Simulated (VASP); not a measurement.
## BeAl2H2C: single point with PBE

The system is BeAl2H2C.

```
CELL_PARAMETERS angstrom
2.84868 0.00000 0.00000
0.00000 2.84868 0.00000
0.00000 0.00000 6.73840
ATOMIC_POSITIONS crystal
Be 0.00000 0.00000 0.00000
Al 0.50000 0.50000 0.31995
Al 0.50000 0.50000 0.68005
H 0.00000 0.50000 0.00000
H 0.50000 0.00000 0.00000
C 0.00000 0.00000 0.50000
```

| Quantity | Value |
| --- | --- |
| Program | VASP 6.6.1 |
| Task | single point |
| Functional | PBE |
| Potentials or basis | VASP PAW PBE potentials, release 64 (Be, Al, H, C) |
| Cutoff | 520 eV |
| k mesh | 12 × 12 × 8 |
| Occupations | gaussian, width 0.1 eV |
| Spin | no spin polarisation |

```
Pressure               : 0.0 GPa
Largest force          : 0.003 eV/Å
Band gap on the k mesh : zero (band 7 reaches 8.13 eV, above the bottom of band 8 at 6.49 eV)
```

Forces on the atoms (eV/Å):
```
Be   0.000  0.000  0.000
Al   0.000  0.000 -0.003
Al   0.000  0.000  0.003
H    0.000  0.000  0.000
H    0.000  0.000  0.000
C    0.000  0.000  0.000
```

Stress tensor (GPa, compression positive):
```
 0.01  0.00  0.00
 0.00  0.01  0.00
 0.00  0.00 -0.09
```

Levels at points of the mesh, in eV from the Fermi level:
```
           k point  band 3  band 4  band 5  band 6  band 7  band 8  band 9  band 10  band 11  band 12
(0.00, 0.00, 0.00)   -8.48   -1.43   -0.84   -0.32   -0.32    0.39    3.40     4.76     4.76     6.31
(0.50, 0.00, 0.00)   -7.48   -7.04   -4.99   -3.11    0.98    1.33    2.47     2.77     5.79     6.86
(0.50, 0.50, 0.00)   -6.62   -5.21   -5.21   -2.36   -2.08    0.40    0.40     0.90     0.94     2.25
(0.00, 0.00, 0.50)   -6.48   -5.30   -0.31   -0.31    0.41    3.09    3.21     4.61     4.61     5.92
(0.50, 0.00, 0.50)   -8.35   -7.49   -3.60   -1.35   -1.02   -0.66    0.99     5.80     6.79     7.25
(0.50, 0.50, 0.50)   -6.46   -5.52   -5.52   -2.21   -2.19   -0.04    1.78     1.78     1.89     2.81
```

Wall time 34 s on 1 thread of Intel(R) Xeon(R) 6975P-C (Granite Rapids), with other jobs on the host, peak memory 0.26 GiB.
